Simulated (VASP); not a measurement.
Set up this calculation in VASP 6.6.1, as the native input.

- Task: single point
- Functional: PBE
- Potentials or basis: VASP PAW PBE potentials, release 64 (Ir)
- Cutoff: 520 eV
- k mesh: 18 × 18 × 10
- Occupations: gaussian, width 0.15 eV
- Spin: no spin polarisation
- Dipole correction: no
- Further INCAR settings: ALGO = Fast; EDIFF = 1e-07; NBANDS = 16

The structure of Ir lies in POSCAR:

```
Ir
1.0
    2.7203000000      0.0000000000      0.0000000000
   -1.3601500000      2.3558489059      0.0000000000
    0.0000000000      0.0000000000      4.8092000000
Ir
2
Direct
    0.6666666667      0.3333333333      0.7500000000
    0.3333333333      0.6666666667      0.2500000000
```

One way to write it, as run:

INCAR

```
ALGO = Fast
EDIFF = 1E-7
ENCUT = 520
GGA = PE
ISIF = 2
ISMEAR = 0
LASPH = T
LCHARG = F
LREAL = F
LWAVE = F
NBANDS = 16
NELM = 80
PREC = Accurate
SIGMA = 0.15
```

KPOINTS

```
k-points
0
Gamma
  18 18 10
```

Potentials or basis: VASP PAW PBE potentials, release 64 (Ir).

The run is started by

```sh
$ cat potpaw_PBE.64/Ir/POTCAR > POTCAR
$ mpirun -np 1 vasp_std > vasp.out
```

It gave:

```
Pressure               : -13.9 GPa
Band gap on the k mesh : zero (band 9 reaches 10.32 eV, above the bottom of band 10 at 7.15 eV)
```

Caveat: spin-orbit coupling is left out, which moves the levels of the heavy elements.

Run time: 3.3 min on 1 thread of Intel Xeon 8259CL (shared host), peak memory 0.21 GiB.
